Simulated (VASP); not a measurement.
# Te2Pb3Se (P-3m1) in VASP: further runs

Te2Pb3Se is run at these levels: PBE; tasks: single point, relaxation of cell and atoms.

Everything below comes from runs of VASP 6.6.1. Logs are shortened: lines on timing, memory, paths and dates and some standing lists are left out, and cuts for length are marked.

### 1 The cell of the first run

The structure is trigonal, space group P-3m1 (No. 164). Conventional cell: a = 4.468 Å, b = 4.468 Å, c = 10.940 Å, α = 90.00°, β = 90.00°, γ = 120.00°. Te (site symmetry 3m) has 6 Pb at 3.20 to 3.21 Å within 4.2 Å. Pb (site symmetry 3m) has 3 Se at 3.07 Å and 3 Te at 3.21 Å within 4.0 Å. Within 4.2 Å of Pb (site symmetry -3m) lie 6 Te at 3.20 Å. Se (site symmetry -3m) has 6 Pb at 3.07 Å within 4.0 Å.

### 2 Single point, PBE (31.52 Å³/atom)

INCAR

```
SYSTEM = Te2Pb3Se
PREC = Accurate
ENCUT = 520
EDIFF = 1E-6
ISMEAR = 0
SIGMA = 0.02
LREAL = .False.
LASPH = .True.
NELM = 80
ALGO = Normal
ISIF = 2
LWAVE = .False.
LCHARG = .False.
GGA = PE
NBANDS = 39
```

KPOINTS

```
Automatic mesh
0
Gamma
  6 6 4
  0 0 0
```

POSCAR

```
Te2Pb3Se
1.0
    4.4680474077      0.0000000000      0.0000000000
   -2.2340237038      3.8694425604      0.0000000000
    0.0000000000      0.0000000000     10.9396692396
Te Pb Se
2 3 1
Direct
    0.3333333333      0.6666666667      0.6736211409
    0.6666666667      0.3333333333      0.3263788591
    0.6666666667      0.3333333333      0.8477263621
    0.0000000000      0.0000000000      0.5000000000
    0.3333333333      0.6666666667      0.1522736379
    0.0000000000      0.0000000000      0.0000000000
```

Potentials or basis: VASP PAW PBE potentials, release 64 (Te, Pb_d, Se).

Command:

```sh
> cat potpaw_PBE.64/Te/POTCAR potpaw_PBE.64/Pb_d/POTCAR potpaw_PBE.64/Se/POTCAR > POTCAR
> mpirun -np 1 vasp_std > vasp.out
```

OUTCAR:

```text
SYSTEM = Te2Pb3Se
   PREC = Accurate
   ENCUT = 520
   EDIFF = 1E-6
   ISMEAR = 0
   LREAL = .False.
   LASPH = .True.
   NELM = 80
   ISIF = 2
   GGA = PE

 ion  position               nearest neighbor table
   1  0.333  0.667  0.674-   4 3.20   4 3.20   4 3.20   3 3.21   3 3.21   3 3.21
   2  0.667  0.333  0.326-   4 3.20   4 3.20   4 3.20   5 3.21   5 3.21   5 3.21
   3  0.667  0.333  0.848-   6 3.07   6 3.07   6 3.07   1 3.21   1 3.21   1 3.21
   4  0.000  0.000  0.500-   1 3.20   2 3.20   1 3.20   2 3.20   2 3.20   1 3.20
   5  0.333  0.667  0.152-   6 3.07   6 3.07   6 3.07   2 3.21   2 3.21   2 3.21
   6  0.000  0.000  0.000-   3 3.07   5 3.07   5 3.07   3 3.07   3 3.07   5 3.07

  LATTYP: Found a hexagonal cell.
 ALAT       =     4.4680474077
 C/A-ratio  =     2.4484228213

  Lattice vectors:

 A1 = (   4.4680474077,   0.0000000000,   0.0000000000)
 A2 = (  -2.2340237038,   3.8694425604,   0.0000000000)
 A3 = (   0.0000000000,   0.0000000000,  10.9396692396)

Analysis of symmetry for initial positions (statically):
=====================================================================
 Subroutine PRICEL returns:
 Original cell was already a primitive cell.

 Routine SETGRP: Setting up the symmetry group for a
 hexagonal supercell.

 Subroutine GETGRP returns: Found 12 space group operations
 (whereof 12 operations were pure point group operations)
 out of a pool of 24 trial point group operations.

The static configuration has the point symmetry D_3d.

Analysis of symmetry for dynamics (positions and initial velocities):
=====================================================================
 Subroutine PRICEL returns:
 Original cell was already a primitive cell.

 Routine SETGRP: Setting up the symmetry group for a
 hexagonal supercell.

 Subroutine GETGRP returns: Found 12 space group operations
 (whereof 12 operations were pure point group operations)
 out of a pool of 24 trial point group operations.

The dynamic configuration has the point symmetry D_3d.

 Subroutine INISYM returns: Found 12 space group operations
 (whereof 12 operations are pure point group operations),
 and found     1 'primitive' translations

----------------------------------------------------------------------------------------

                                     Primitive cell

  volume of cell :     189.1343

  direct lattice vectors                    reciprocal lattice vectors
     4.468047408  0.000000000  0.000000000     0.223811412  0.129217579  0.000000000
    -2.234023704  3.869442560  0.000000000     0.000000000  0.258435158  0.000000000
     0.000000000  0.000000000 10.939669240     0.000000000  0.000000000  0.091410442

  length of vectors
     4.468047408  4.468047408 10.939669240     0.258435158  0.258435158  0.091410442

  position of ions in fractional coordinates (direct lattice)
     0.333333333  0.666666667  0.673621141
     0.666666667  0.333333333  0.326378859
     0.666666667  0.333333333  0.847726362
     0.000000000  0.000000000  0.500000000
     0.333333333  0.666666667  0.152273638
     0.000000000  0.000000000  0.000000000

  ion indices of the primitive-cell ions
   primitive index   ion index
                 1           1
                 2           2
                 3           3
                 4           4
                 5           5
                 6           6

----------------------------------------------------------------------------------------

 KPOINTS: Automatic mesh

Automatic generation of k-mesh.
 Grid dimensions read from file:
 generate k-points for:    6    6    4

 Generating k-lattice:

  Cartesian coordinates                     Fractional coordinates (reciprocal lattice)
     0.037301902  0.021536263  0.000000000     0.166666667  0.000000000  0.000000000
     0.000000000  0.043072526  0.000000000     0.000000000  0.166666667  0.000000000
     0.000000000  0.000000000  0.022852610     0.000000000  0.000000000  0.250000000

  Length of vectors
     0.043072526  0.043072526  0.022852610

  Shift w.r.t. Gamma in fractional coordinates (k-lattice)
     0.000000000  0.000000000  0.000000000

 Subroutine IBZKPT returns following result:
 ===========================================

 Found     24 irreducible k-points:

 Following reciprocal coordinates:
            Coordinates               Weight
  0.000000  0.000000  0.000000      1.000000
  0.166667  0.000000  0.000000      6.000000
  0.333333  0.000000  0.000000      6.000000
  0.500000 -0.000000  0.000000      3.000000
  0.166667  0.166667  0.000000      6.000000
  0.333333  0.166667  0.000000     12.000000
[... 16 lines left out ...]
  0.333333  0.166667  0.500000     12.000000
  0.333333  0.333333  0.500000      2.000000
   k-points           NKPTS =     24   k-points in BZ     NKDIM =     24   number of bands    NBANDS=     39
   number of dos      NEDOS =    301   number of ions     NIONS =      6
   total plane-waves  NPLWV = 108864
   dimension x,y,z NGX =    36 NGY =   36 NGZ =   84
   dimension x,y,z NGXF=    72 NGYF=   72 NGZF=  168
   ions per type =               2   3   1
   NGX,Y,Z   is equivalent  to a cutoff of  13.39, 13.39, 12.77 a.u.
   NGXF,Y,Z  is equivalent  to a cutoff of  26.79, 26.79, 25.53 a.u.
 SYSTEM =  Te2Pb3Se
   PREC   = accura    normal or accurate (medium, high low for compatibility)
   ISTART =      0    job   : 0-new  1-cont  2-samecut
   ICHARG =      2    charge: 1-file 2-atom 10-const
   ISPIN  =      1    spin polarized calculation?
   LNONCOLLINEAR =      F non collinear calculations
   LSORBIT =      F    spin-orbit coupling
   LASPH  =      T    aspherical Exc in radial PAW
   ENCUT  =  520.0 eV  38.22 Ry    6.18 a.u.   8.31  8.31 20.34*2*pi/ulx,y,z
   NELM   =     80;   NELMIN=  2; NELMDL= -5     # of ELM steps
   EDIFF  = 0.1E-05   stopping-criterion for ELM
   LREAL  =      F    real-space projection
   EDIFFG = 0.1E-04   stopping-criterion for IOM
   NSW    =      0    number of steps for IOM
   IBRION =     -1    ionic relax: 0-MD 1-quasi-New 2-CG
   NFREE  =      0    steps in history (QN), initial steepest desc. (CG)
   ISIF   =      2    stress and relaxation
   ISYM   =      2    0-nonsym 1-usesym 2-fastsym
   POTIM  = 0.5000    time-step for ionic-motion
   TEBEG  =    0.0;   TEEND  =   0.0 temperature during run
   PSTRESS=    0.0 pullay stress
   NELECT =      60.0000    total number of electrons
   NUPDOWN=      -1.0000    fix difference up-down
   EMIN   =  10.00;   EMAX   =-10.00  energy-range for DOS
   EFERMI =   0.00;   METHOD = LEGACY
   ISMEAR =     0;   SIGMA  =   0.02  broadening in eV -4-tet -1-fermi 0-gaus
   EFERMI_NEDOS =   21; number of points for ismear=-14 and -15
   IALGO  =     38    algorithm
   IMIX   =      4    mixing-type and parameters
     AMIX     =   0.40;   BMIX     =  1.00
     AMIX_MAG =   1.60;   BMIX_MAG =  1.00
  volume/ion in A,a.u.               =      31.52       212.72
  Fermi-wavevector in a.u.,A,eV,Ry     =   1.116525  2.109926 16.961405  1.246628
  Thomas-Fermi vector in A             =   2.253140
   LORBIT       =      0    0 simple, 1 ext, 2 COOP (PROOUT), +10 PAW based schemes
   GGA     = PE    functional components
   LHFCALC =     F    Hartree Fock is set to
   AEXX    =    0.0000 exact exchange contribution
   IVDW    =     0    specifies the selected vdW correction
   LEPSILON=     F    determine dielectric tensor
   LRPA    =     F    only Hartree local field effects (RPA)
 non-spin polarized calculation
 Gauss-broadening in eV      SIGMA  =   0.02
  energy-cutoff  :      520.00
  volume of cell :      189.13
 maximum number of plane-waves:      5116
 NGX is ok and might be reduce to    36
   NGX = 17   NGY = 17   NGZ = 41

 number of electron      60.0000004 magnetization

 Free energy of the ion-electron system (eV)
  ---------------------------------------------------
  ext. energy  EPLUGINS =         0.00000000
  ---------------------------------------------------
  free energy    TOTEN  =       -23.10227293 eV

  energy without entropy =      -23.10227293  energy(sigma->0) =      -23.10227293

 E-fermi :   5.7605     XC(G=0):  -9.4476

 val. band max:        5.6715288197   @ k =   0.0000   0.0000   0.5000
 cond. band min:       6.2162809828   @ k =   0.5000  -0.0000   0.5000
 fundamental gap:      0.5447521631
 Fermi energy:         5.7604973492

 k-point     1 :       0.0000    0.0000    0.0000
  band No.  band energies     occupation
      1     -11.1427      2.00000
      2     -11.1427      2.00000
      3     -11.1339      2.00000
      4     -11.1339      2.00000
      5     -11.1257      2.00000
      6     -11.1257      2.00000
[... 31 lines left out ...]
     38       9.9675      0.00000
     39       9.9817      0.00000

 k-point     2 :       0.1667    0.0000    0.0000
  band No.  band energies     occupation
      1     -11.1606      2.00000
      2     -11.1409      2.00000
      3     -11.1408      2.00000
      4     -11.1307      2.00000
      5     -11.1287      2.00000
      6     -11.1253      2.00000
[... 31 lines left out ...]
     38       9.4606      0.00000
     39       9.8309      0.00000

 k-point     3 :       0.3333    0.0000    0.0000
  band No.  band energies     occupation
      1     -11.1978      2.00000
      2     -11.1536      2.00000
      3     -11.1436      2.00000
      4     -11.1418      2.00000
      5     -11.1318      2.00000
      6     -11.1263      2.00000
[... 31 lines left out ...]
     38      10.4678      0.00000
     39      10.5562      0.00000

 k-point     4 :       0.5000   -0.0000    0.0000
  band No.  band energies     occupation
      1     -11.2164      2.00000
      2     -11.1571      2.00000
      3     -11.1535      2.00000
      4     -11.1434      2.00000
      5     -11.1351      2.00000
      6     -11.1262      2.00000
[... 31 lines left out ...]
     38      11.1487      0.00000
     39      11.1983      0.00000
[... 754 lines left out ...]
     38      10.1601      0.00000
     39      10.4974      0.00000

 k-point    23 :       0.3333    0.1667    0.5000
  band No.  band energies     occupation
      1     -11.2011      2.00000
      2     -11.1687      2.00000
      3     -11.1543      2.00000
      4     -11.1354      2.00000
      5     -11.1277      2.00000
      6     -11.1225      2.00000
[... 31 lines left out ...]
     38      10.2921      0.00000
     39      11.2092      0.00000

 k-point    24 :       0.3333    0.3333    0.5000
  band No.  band energies     occupation
      1     -11.1984      2.00000
      2     -11.1643      2.00000
      3     -11.1643      2.00000
      4     -11.1302      2.00000
      5     -11.1302      2.00000
      6     -11.1252      2.00000
[... 31 lines left out ...]
     38      10.6484      0.00000
     39      10.6484      0.00000

------------------------ aborting loop because EDIFF is reached ----------------------------------------

  FORCE on cell =-STRESS in cart. coord.  units (eV):
  Direction    XX          YY          ZZ          XY          YZ          ZX
  --------------------------------------------------------------------------------------
  -------------------------------------------------------------------------------------
  Total        3.4060247      3.4060247      3.4026782      0.0000000      0.0000000     -0.0000000
  in kB       28.8528029     28.8528029     28.8244546      0.0000000      0.0000000     -0.0000000
  external PRESSURE =      28.8433535 kB  Pullay stress =       0.0000000 kB

 VOLUME and BASIS-vectors are now :
 -----------------------------------------------------------------------------
  energy-cutoff  :      520.00
  volume of cell :      189.13
      direct lattice vectors                 reciprocal lattice vectors
     4.468047408  0.000000000  0.000000000     0.223811412  0.129217579  0.000000000
    -2.234023704  3.869442560  0.000000000     0.000000000  0.258435158  0.000000000
     0.000000000  0.000000000 10.939669240     0.000000000  0.000000000  0.091410442

 POSITION                                       TOTAL-FORCE (eV/Angst)
 -----------------------------------------------------------------------------------
     -0.00000      2.57963      7.36919        -0.000000      0.000000     -0.000692
      2.23402      1.28981      3.57048         0.000000      0.000000      0.000692
      2.23402      1.28981      9.27385        -0.000000     -0.000000     -0.001448
      0.00000      0.00000      5.46983         0.000000      0.000000     -0.000000
     -0.00000      2.57963      1.66582         0.000000      0.000000      0.001448
      0.00000      0.00000      0.00000         0.000000      0.000000     -0.000000
 -----------------------------------------------------------------------------------
    total drift:                                0.000000     -0.000000      0.000000

  FREE ENERGIE OF THE ION-ELECTRON SYSTEM (eV)
  ---------------------------------------------------
  free  energy   TOTEN  =       -23.1022729268 eV

  energy  without entropy=      -23.1022729268  energy(sigma->0) =      -23.10227293
```

Run time: 88 s. Hardware: 1 thread of Intel Xeon 6975P-C (Granite Rapids), shared host; peak memory 0.41 GiB.

What came out:

| Quantity | Value |
| --- | --- |
| Free energy | -23.1023 eV |
| Pressure | 2.9 GPa |
| Band gap on the k mesh | 0.54 eV (least direct gap 0.56 eV) |

Caveat: spin-orbit coupling is left out, which moves the levels of the heavy elements. A k mesh can miss the band edges.

### 3 Single point, PBE (32.53 Å³/atom)

This run uses another cell than the first one, of 32.53 Å³/atom.

INCAR

```
PREC = Accurate
ENCUT = 520
EDIFF = 1E-6
ISMEAR = 0
SIGMA = 0.02
LREAL = False
LASPH = True
NELM = 60
ALGO = Normal
ISIF = 2
LWAVE = False
LCHARG = False
GGA = PE
NBANDS = 39
```

KPOINTS

```
Automatic mesh
0
Gamma
  6 6 4
```

POSCAR

```
Te2Pb3Se
1.0
    4.5141895487      0.0000000000      0.0000000000
   -2.2570947743      3.9094028267      0.0000000000
    0.0000000000      0.0000000000     11.0592082243
Te Pb Se
2 3 1
Direct
    0.3333333333      0.6666666667      0.6733831135
    0.6666666667      0.3333333333      0.3266168865
    0.6666666667      0.3333333333      0.8473269858
    0.0000000000      0.0000000000      0.5000000000
    0.3333333333      0.6666666667      0.1526730142
    0.0000000000      0.0000000000      0.0000000000
```

Potentials or basis: VASP PAW PBE potentials, release 64 (Te, Pb_d, Se).

Command:

```sh
> cat potpaw_PBE.64/Te/POTCAR potpaw_PBE.64/Pb_d/POTCAR potpaw_PBE.64/Se/POTCAR > POTCAR
> mpirun -np 1 vasp_std > vasp.out
```

Wall time 86 s (1 thread of Intel Xeon 6975P-C (Granite Rapids), shared host); peak memory 0.42 GiB.

The run converged. Its results:

| Quantity | Value |
| --- | --- |
| Free energy | -23.1820 eV |
| Pressure | 1.3 GPa |
| Largest force | 0.007 eV/Å |
| Band gap on the k mesh | 0.62 eV (least direct gap 0.64 eV) |

Forces on the atoms (eV/Å):
```
Te   0.000  0.000  0.001
Te   0.000  0.000 -0.001
Pb   0.000  0.000  0.007
Pb   0.000  0.000  0.000
Pb   0.000  0.000 -0.007
Se   0.000  0.000  0.000
```

Levels at points of the mesh, in eV from the valence-band top:
| k point | band 28 | band 29 | band 30 | band 31 | band 32 | band 33 |
| --- | --- | --- | --- | --- | --- | --- |
| (0.00, 0.00, 0.00) | -0.91 | -0.49 | -0.48 | 1.38 | 1.61 | 1.98 |
| (0.50, 0.00, 0.00) | -1.52 | -1.30 | -1.28 | 2.07 | 2.12 | 2.45 |
| (0.00, 0.00, 0.50) | -0.83 | -0.83 | 0.00 | 0.67 | 1.44 | 1.44 |
| (0.50, 0.00, 0.50) | -1.01 | -0.97 | -0.02 | 0.62 | 1.45 | 1.46 |

Caveat: spin-orbit coupling is left out, which moves the levels of the heavy elements. A k mesh can miss the band edges.

### 4 Relaxation of cell and atoms, PBE

This run uses another cell than the first one, of 33.62 Å³/atom.

INCAR

```
SYSTEM = Te2Pb3Se
ALGO = Normal
EDIFF = 1E-6
EDIFFG = -0.01
ENCUT = 600
GGA = PE
IBRION = 2
ISIF = 3
ISMEAR = 0
LASPH = .True.
LCHARG = .False.
LREAL = .False.
LWAVE = .False.
NELM = 60
NSW = 100
PREC = Accurate
SIGMA = 0.02
```

KPOINTS

```
k-points
0
Gamma
  6 6 4
  0 0 0
```

POSCAR

```
Te2Pb3Se
1.0
    4.5658263830      0.0000000000      0.0000000000
   -2.2829131915      3.9541216369      0.0000000000
    0.0000000000      0.0000000000     11.1734940839
Te Pb Se
2 3 1
Direct
    0.3333333333      0.6666666667      0.6730704059
    0.6666666667      0.3333333333      0.3269295941
    0.6666666667      0.3333333333      0.8475973657
    0.0000000000      0.0000000000      0.5000000000
    0.3333333333      0.6666666667      0.1524026343
    0.0000000000      0.0000000000      0.0000000000
```

Command:

```sh
> cat potpaw_PBE.64/Te/POTCAR potpaw_PBE.64/Pb_d/POTCAR potpaw_PBE.64/Se/POTCAR > POTCAR
> mpirun -np 1 vasp_std > vasp.out
```

Wall time 5.3 min (1 thread of Intel Xeon 6975P-C (Granite Rapids), shared host); peak memory 0.48 GiB.

The run converged. Its results:

| Quantity | Value |
| --- | --- |
| Free energy | -23.2070 eV |
| Relaxed volume | 33.54 Å³/atom |
| Relaxed cell | a = 4.561 Å, b = 4.561 Å, c = 11.170 Å, α = 90.00°, β = 90.00°, γ = 120.00° |
| Space group after relaxing (to 0.1 Å) | P-3m1 (No. 164) |
| Energy gained by relaxing | 0.1 meV/atom |
| Ionic steps | 6 |
| Pressure after relaxing | 0.0 GPa |
| Band gap on the k mesh | 0.69 eV (least direct gap 0.71 eV) |

Step by step:
```tsv
step	energy change (eV)	largest force (eV/Å)	pressure (GPa)	volume (Å³)
1	0.0000	0.0282	-0.11	201.72
2	-0.0003	0.0165	0.03	201.04
3	-0.0003	0.0199	0.03	201.09
4	-0.0003	0.0194	0.02	201.12
5	-0.0003	0.0106	0.01	201.16
6	-0.0004	0.0003	0.00	201.21
```

Final structure:
```yaml
crystal:
  lattice:
    - [4.56065, 0.00000, 0.00000]
    - [-2.28032, 3.94964, 0.00000]
    - [0.00000, 0.00000, 11.17050]
  atoms:
    - { symbol: Te, position: [0.33333, 0.66667, 0.67333] }
    - { symbol: Te, position: [0.66667, 0.33333, 0.32667] }
    - { symbol: Pb, position: [0.66667, 0.33333, 0.84727] }
    - { symbol: Pb, position: [0.00000, 0.00000, 0.50000] }
    - { symbol: Pb, position: [0.33333, 0.66667, 0.15273] }
    - { symbol: Se, position: [0.00000, 0.00000, 0.00000] }
```

Levels at points of the mesh, in eV from the valence-band top:
```
           k point  band 28  band 29  band 30  band 31  band 32  band 33
(0.00, 0.00, 0.00)    -0.80    -0.46    -0.43     1.41     1.65     2.04
(0.50, 0.00, 0.00)    -1.38    -1.21    -1.19     2.09     2.14     2.49
(0.00, 0.00, 0.50)    -0.73    -0.73     0.00     0.73     1.52     1.52
(0.50, 0.00, 0.50)    -0.90    -0.86    -0.02     0.69     1.52     1.54
```

Caveat: spin-orbit coupling is left out, which moves the levels of the heavy elements.

### 5 The runs side by side

```csv
task,cell,cutoff (eV),gap on the mesh (eV),pressure (GPa)
single point,"a = 4.468, b = 4.468, c = 10.940 Å, angles 90.0, 90.0, 120.0°, 6 atoms",520,0.54,2.9
single point,"a = 4.514, b = 4.514, c = 11.059 Å, angles 90.0, 90.0, 120.0°, 6 atoms",520,0.62,1.3
relaxation of cell and atoms,"relaxed from a = 4.566, b = 4.566, c = 11.173 Å, angles 90.0, 90.0, 120.0°, 6 atoms",600,0.69,0.0
```

Alike in all rows: level PBE; potentials or basis VASP PAW PBE potentials, release 64 (Te, Pb_d, Se); no spin polarisation; k mesh 6 × 6 × 4; smearing gaussian 0.02 eV.

Caveats: spin-orbit coupling is left out, which moves the levels of the heavy elements.

Absolute energies hang on the potentials; compare differences alone.
